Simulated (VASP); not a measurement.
PbSe:

```
CELL_PARAMETERS angstrom
0.00000 3.06969 3.06969
3.06969 0.00000 3.06969
3.06969 3.06969 0.00000
ATOMIC_POSITIONS crystal
Pb 0.00000 0.00000 0.00000
Se 0.50000 0.50000 0.50000
```

Base run:

```yaml
Program: VASP 6.6.1
Functional: HSE06
Potentials_or_basis: VASP PAW PBE potentials, release 64 (Pb_d, Se)
Cutoff: 400 eV
k_mesh: 6 × 6 × 6
Occupations: gaussian, width 0.01 eV
Spin: no spin polarisation
```

Its results: band gap on the k mesh 0.73 eV; pressure 0.7 GPa.

Q: The run is repeated on the same cell with these changes: functional from HSE06 to PBE; cutoff from 400 eV to 500 eV. What comes out?

A: Band gap on the k mesh 0.32 eV; pressure 1.9 GPa.

Caveats: spin-orbit coupling is left out, which moves the levels of the heavy elements; the PAW data sets were made with another functional, which shifts forces and pressure a little (at least some runs).

A k mesh can miss the band edges.
